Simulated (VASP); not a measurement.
Input of a VASP 6.6.1 run:

The input INCAR:

```
SYSTEM = MgS
PREC     = Accurate       ! precision mode
ENCUT    = 520            ! plane-wave cutoff, eV
EDIFF    = 1E-7           ! SCF threshold, eV
ISMEAR   = -5             ! smearing method
SIGMA    = 0.1            ! smearing width, eV
LREAL    = .False.        ! projectors in reciprocal space
LASPH    = .True.         ! aspherical terms in the spheres
NELM     = 80             ! most SCF steps
ALGO     = Normal         ! electronic algorithm
ISIF     = 2              ! what is computed and relaxed
LWAVE    = .False.        ! write WAVECAR
LCHARG   = .False.        ! write CHGCAR
GGA      = PE             ! functional
NBANDS   = 11             ! bands
```

The input KPOINTS:

```
Automatic mesh
0
Gamma
  8 8 8
  0 0 0
```

POSCAR

```
MgS
1.0
    0.0000000000      2.6016500000      2.6016500000
    2.6016500000      0.0000000000      2.6016500000
    2.6016500000      2.6016500000      0.0000000000
Mg S
1 1
Direct
    0.0000000000      0.0000000000      0.0000000000
    0.5000000000      0.5000000000      0.5000000000
```

Potentials or basis: VASP PAW PBE potentials, release 64 (Mg, S).

Run with:

```bash
$ cat potpaw_PBE.64/Mg/POTCAR potpaw_PBE.64/S/POTCAR > POTCAR
$ mpirun -np 1 vasp_std > vasp.out
```

Task: What does it give for the band gap on the k mesh?

Result: 2.78 eV, indirect (least direct gap 3.71 eV).

Task: Estimate the pressure.

Result: 0.9 GPa.

A k mesh can miss the band edges. PBE gaps usually lie below the measured ones, often by a third to a half.
